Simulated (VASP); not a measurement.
# Cu2O (Pn-3m) in VASP: single point with PBE0

Aim: the single point of Cu2O with PBE0.

Everything below comes from runs of VASP 6.6.1. Logs are shortened: lines on timing, memory, paths and dates and some standing lists are left out, and cuts for length are marked.

### 1 The cell of the first run

It takes space group Pn-3m (No. 224, cubic). The conventional cell has a = 4.269 Å, b = 4.269 Å, c = 4.269 Å, α = 90.00°, β = 90.00°, γ = 90.00°. Cu (site symmetry -3m) has 2 O at 1.85 Å within 2.5 Å. Within 2.5 Å of O (site symmetry -43m) lie 4 Cu at 1.85 Å.

### 2 Single point, PBE0

POSCAR

```
Cu2O
1.0
    4.2685000000      0.0000000000      0.0000000000
    0.0000000000      4.2685000000      0.0000000000
    0.0000000000      0.0000000000      4.2685000000
Cu O
4 2
Direct
    0.2500000000      0.2500000000      0.2500000000
    0.2500000000      0.7500000000      0.7500000000
    0.7500000000      0.7500000000      0.2500000000
    0.7500000000      0.2500000000      0.7500000000
    0.0000000000      0.0000000000      0.0000000000
    0.5000000000      0.5000000000      0.5000000000
```

INCAR.step1

```
SYSTEM = Cu2O
ALGO     = Normal         ! electronic algorithm
EDIFF    = 1E-5           ! SCF threshold, eV
ENCUT    = 520            ! plane-wave cutoff, eV
GGA      = PE             ! functional
GGA_COMPAT= .FALSE.      
ISIF     = 2              ! what is computed and relaxed
ISMEAR   = 0              ! smearing method
KPAR     = 4            
LASPH    = .TRUE.         ! aspherical terms in the spheres
LREAL    = .FALSE.        ! projectors in reciprocal space
LWAVE    = .TRUE.         ! write WAVECAR
NBANDS   = 37             ! bands
NELM     = 120            ! most SCF steps
PREC     = Accurate       ! precision mode
SIGMA    = 0.01           ! smearing width, eV
```

INCAR.step2

```
SYSTEM = Cu2O
AEXX     = 0.25           ! exact-exchange fraction
ALGO     = Normal         ! electronic algorithm
EDIFF    = 1E-6           ! SCF threshold, eV
ENCUT    = 520            ! plane-wave cutoff, eV
GGA      = PE             ! functional
GGA_COMPAT= .FALSE.      
ISIF     = 2              ! what is computed and relaxed
ISMEAR   = 0              ! smearing method
ISTART   = 1            
KPAR     = 4            
LASPH    = .TRUE.         ! aspherical terms in the spheres
LCHARG   = .TRUE.         ! write CHGCAR
LHFCALC  = .TRUE.         ! exact exchange
LREAL    = .FALSE.        ! projectors in reciprocal space
LVHAR    = .TRUE.       
LWAVE    = .FALSE.        ! write WAVECAR
NBANDS   = 37             ! bands
NELM     = 120            ! most SCF steps
PREC     = Accurate       ! precision mode
PRECFOCK = Normal       
SIGMA    = 0.01           ! smearing width, eV
```

KPOINTS

```
k-points
0
G
  4 4 4
  0 0 0
```

Potentials or basis: VASP PAW PBE potentials, release 64 (Cu, O).

Launch:

```console
> cat potpaw_PBE.64/Cu/POTCAR potpaw_PBE.64/O/POTCAR > POTCAR
> cp INCAR.step1 INCAR
> mpirun -np 4 vasp_std > vasp.out
> cp INCAR.step2 INCAR
> mpirun -np 4 vasp_std > vasp.out
```

OUTCAR:

```text
SYSTEM = Cu2O
   AEXX = 0.25
   EDIFF = 1E-6
   ENCUT = 520
   GGA = PE
   ISIF = 2
   ISMEAR = 0
   ISTART = 1
   LASPH = .TRUE.
   LHFCALC = .TRUE.
   LREAL = .FALSE.
   NELM = 120
   PREC = Accurate
   PRECFOCK = Normal

 ion  position               nearest neighbor table
   1  0.250  0.250  0.250-   5 1.85   6 1.85
   2  0.250  0.750  0.750-   5 1.85   6 1.85
   3  0.750  0.750  0.250-   5 1.85   6 1.85
   4  0.750  0.250  0.750-   5 1.85   6 1.85
   5  0.000  0.000  0.000-   1 1.85   2 1.85   3 1.85   4 1.85
   6  0.500  0.500  0.500-   1 1.85   2 1.85   3 1.85   4 1.85

  LATTYP: Found a simple cubic cell.
 ALAT       =     4.2685000000

  Lattice vectors:

 A1 = (   4.2685000000,   0.0000000000,   0.0000000000)
 A2 = (   0.0000000000,   4.2685000000,   0.0000000000)
 A3 = (   0.0000000000,   0.0000000000,   4.2685000000)

Analysis of symmetry for initial positions (statically):
=====================================================================
 Subroutine PRICEL returns:
 Original cell was already a primitive cell.

 Routine SETGRP: Setting up the symmetry group for a
 simple cubic supercell.

 Subroutine GETGRP returns: Found 48 space group operations
 (whereof 24 operations were pure point group operations)
 out of a pool of 48 trial point group operations.

The static configuration has the point symmetry T_d .
 The point group associated with its full space group is O_h .

Analysis of symmetry for dynamics (positions and initial velocities):
=====================================================================
 Subroutine PRICEL returns:
 Original cell was already a primitive cell.

 Routine SETGRP: Setting up the symmetry group for a
 simple cubic supercell.

 Subroutine GETGRP returns: Found 48 space group operations
 (whereof 24 operations were pure point group operations)
 out of a pool of 48 trial point group operations.

The dynamic configuration has the point symmetry T_d .
 The point group associated with its full space group is O_h .

 Subroutine INISYM returns: Found 48 space group operations
 (whereof 24 operations are pure point group operations),
 and found     1 'primitive' translations

----------------------------------------------------------------------------------------

                                     Primitive cell

  volume of cell :      77.7725
[... 91 lines left out ...]
   TEBEG  =    0.0;   TEEND  =   0.0 temperature during run
   PSTRESS=    0.0 pullay stress
   NELECT =      56.0000    total number of electrons
   NUPDOWN=      -1.0000    fix difference up-down
   EMIN   =  10.00;   EMAX   =-10.00  energy-range for DOS
   EFERMI =   0.00;   METHOD = LEGACY
   ISMEAR =     0;   SIGMA  =   0.01  broadening in eV -4-tet -1-fermi 0-gaus
   EFERMI_NEDOS =   21; number of points for ismear=-14 and -15
   IALGO  =     38    algorithm
   IMIX   =      1    mixing-type and parameters
     AMIX     =   0.40;   BMIX     =  1.00
     AMIX_MAG =   1.60;   BMIX_MAG =  1.00
  volume/ion in A,a.u.               =      12.96        87.47
  Fermi-wavevector in a.u.,A,eV,Ry     =   1.467334  2.772859 29.294271  2.153068
  Thomas-Fermi vector in A             =   2.582964
   LORBIT       =      0    0 simple, 1 ext, 2 COOP (PROOUT), +10 PAW based schemes
   GGA     = PE    functional components
   LHFCALC =     T    Hartree Fock is set to
   PRECFOCK=normal    Normal, Fast or Accurate (Low or Medium for compatibility)
   ENCUT4O =  -1.0   cutoff for four orbital integrals eV
   NKREDX  =     1    reduce k-point grid by
   NKREDY  =     1    reduce k-point grid by
   NKREDZ  =     1    reduce k-point grid by
   AEXX    =    0.2500 exact exchange contribution
   HFSCREEN=    0.0000 screening length (either q_TF or 0.3 A-1)
   HFSCREENC=   0.0000 screening length for correlation (either q_TF or 0.3 A-1)
   ENCUTFOCK=  -1.0 apply spherical cutoff to Coloumb kernel
   IVDW    =     0    specifies the selected vdW correction
   LEPSILON=     F    determine dielectric tensor
   LRPA    =     F    only Hartree local field effects (RPA)
 non-spin polarized calculation
 Gauss-broadening in eV      SIGMA  =   0.01
  energy-cutoff  :      520.00
  volume of cell :       77.77
 maximum number of plane-waves:      2176
 NGX is ok and might be reduce to    32
  NGX = 24; NGY = 24; NGZ = 24

 number of electron      56.0000081 magnetization

 Free energy of the ion-electron system (eV)
  ---------------------------------------------------
  ext. energy  EPLUGINS =         0.00000000
  ---------------------------------------------------
  free energy    TOTEN  =       -33.66065463 eV

  energy without entropy =      -33.66065463  energy(sigma->0) =      -33.66065463

 E-fermi :   3.3782     XC(G=0):  -8.5962

 val. band max:        3.3087790301   @ k =   0.0000   0.0000   0.0000
 cond. band min:       6.0782422413   @ k =   0.0000   0.0000   0.0000
 fundamental gap:      2.7694632113
 Fermi energy:         3.3781847955

 k-point     1 :       0.0000    0.0000    0.0000
  band No.  band energies     occupation
      1     -18.4048      2.00000
      2     -17.6357      2.00000
      3      -4.3565      2.00000
      4      -4.3565      2.00000
      5      -4.3565      2.00000
      6      -1.7321      2.00000
[... 389 lines left out ...]
     36      13.9884      0.00000
     37      20.0188      0.00000

------------------------ aborting loop because EDIFF is reached ----------------------------------------

  FORCE on cell =-STRESS in cart. coord.  units (eV):
  Direction    XX          YY          ZZ          XY          YZ          ZX
  --------------------------------------------------------------------------------------
  -------------------------------------------------------------------------------------
  Total        0.7902610      0.7902610      0.7902610      0.0000000      0.0000000      0.0000000
  in kB       16.2800325     16.2800325     16.2800325      0.0000000      0.0000000      0.0000000
  external PRESSURE =      16.2800325 kB  Pullay stress =       0.0000000 kB

 VOLUME and BASIS-vectors are now :
 -----------------------------------------------------------------------------
  energy-cutoff  :      520.00
  volume of cell :       77.77
      direct lattice vectors                 reciprocal lattice vectors
     4.268500000  0.000000000  0.000000000     0.234274335  0.000000000  0.000000000
     0.000000000  4.268500000  0.000000000     0.000000000  0.234274335  0.000000000
     0.000000000  0.000000000  4.268500000     0.000000000  0.000000000  0.234274335

 POSITION                                       TOTAL-FORCE (eV/Angst)
 -----------------------------------------------------------------------------------
      1.06713      1.06713      1.06713        -0.000000     -0.000000      0.000000
      1.06713      3.20138      3.20138         0.000000     -0.000000      0.000000
      3.20138      3.20138      1.06713        -0.000000      0.000000     -0.000000
      3.20138      1.06713      3.20138         0.000000      0.000000     -0.000000
      0.00000      0.00000      0.00000        -0.000000      0.000000      0.000000
      2.13425      2.13425      2.13425        -0.000000      0.000000      0.000000
 -----------------------------------------------------------------------------------
    total drift:                               -0.000001      0.000001     -0.000000

  FREE ENERGIE OF THE ION-ELECTRON SYSTEM (eV)
  ---------------------------------------------------
  free  energy   TOTEN  =       -33.6606546271 eV

  energy  without entropy=      -33.6606546271  energy(sigma->0) =      -33.66065463
```

OUTCAR.step1:

```text
SYSTEM = Cu2O
   EDIFF = 1E-5
   ENCUT = 520
   GGA = PE
   ISIF = 2
   ISMEAR = 0
[... 622 lines left out ...]
      3.20138      3.20138      1.06713        -0.000000      0.000000      0.000000
      3.20138      1.06713      3.20138         0.000000      0.000000     -0.000000
      0.00000      0.00000      0.00000         0.000000     -0.000000     -0.000000
      2.13425      2.13425      2.13425         0.000000     -0.000000     -0.000000
 -----------------------------------------------------------------------------------
    total drift:                               -0.000000      0.000000      0.000000

  FREE ENERGIE OF THE ION-ELECTRON SYSTEM (eV)
  ---------------------------------------------------
  free  energy   TOTEN  =       -27.2535877253 eV

  energy  without entropy=      -27.2535877253  energy(sigma->0) =      -27.25358773
```

OSZICAR.step1:

```text
N       E                     dE             d eps       ncg     rms          rms(c)
DAV:   1     0.536581441134E+03    0.53658E+03   -0.25135E+04   748   0.240E+03
DAV:   2     0.606126930908E+02   -0.47597E+03   -0.45246E+03   740   0.453E+02
DAV:   3    -0.277493094726E+02   -0.88362E+02   -0.83178E+02   954   0.212E+02
DAV:   4    -0.333012409136E+02   -0.55519E+01   -0.54792E+01  1092   0.598E+01
DAV:   5    -0.333536779440E+02   -0.52437E-01   -0.52414E-01   972   0.717E+00    0.184E+01
DAV:   6    -0.303824377715E+02    0.29712E+01   -0.51275E+01   972   0.133E+02    0.123E+01
DAV:   7    -0.272026071762E+02    0.31798E+01   -0.13510E+01   952   0.857E+01    0.313E+00
DAV:   8    -0.272817942321E+02   -0.79187E-01   -0.15229E+00   885   0.685E+00    0.162E+00
DAV:   9    -0.272608177702E+02    0.20976E-01   -0.90617E-02   962   0.395E+00    0.636E-01
DAV:  10    -0.272544823672E+02    0.63354E-02   -0.36144E-02  1023   0.288E+00    0.267E-01
DAV:  11    -0.272536466773E+02    0.83569E-03   -0.56224E-03  1164   0.845E-01    0.719E-02
DAV:  12    -0.272535803497E+02    0.66328E-04   -0.81915E-04   973   0.290E-01    0.184E-02
DAV:  13    -0.272535877253E+02   -0.73756E-05   -0.84545E-05   853   0.144E-01
   1 F= -.27253588E+02 E0= -.27253588E+02  d E =-.507849E-19
```

It took 24 min on 4 MPI ranks of Intel Xeon Platinum 8259CL at 2.50GHz (Skylake/Cascade Lake), shared host; peak memory 0.22 GiB.

What came out:

```
Free energy            : -33.6607 eV
Pressure               : 1.6 GPa
Band gap on the k mesh : 2.77 eV
```

Caveat: the PAW data sets were made with another functional, which shifts forces and pressure a little.
